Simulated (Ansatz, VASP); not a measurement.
# One calculation of SiW2, two programs

```
Si W
1.0
     4.55278    0.00000    0.00000
    -2.27639    3.94282    0.00000
     0.00000    0.00000    2.64495
Si W
1 2
Direct
  0.00000 0.00000 0.00000
  0.33333 0.66667 0.50000
  0.66667 0.33333 0.50000
```

Change from the starting cell: species swapped into the LaCu2 type (P6/mmm, No. 191).

Alike in both runs: functional PBE; k mesh 12 × 12 × 18; occupations gaussian, width 0.1 eV; no spin polarisation.

Ansatz relaxed the structure, and its values are those at the end. VASP's run is a single point on that final structure, the one shown.

|  | VASP | Ansatz |
| --- | --- | --- |
| version | VASP 6.6.1 | Ansatz 0.2.0 |
| potentials or method | VASP PAW PBE potentials, release 64 (Si, W_sv), cutoff 520 eV | scalar-relativistic, plane waves, PAW |
| valence electrons in the cell | 32 | 32 |

```tsv
	VASP	Ansatz	Ansatz less VASP
gap on the k mesh at the Fermi level (eV)	none	none	-
pressure (GPa)	0.5	0.0	-0.46
```

A gap of «none» marks a metal or a gap that the smearing closes. With one functional, cell and mesh, what is left measures potentials, basis and numerics.

Spin-orbit coupling is off throughout.
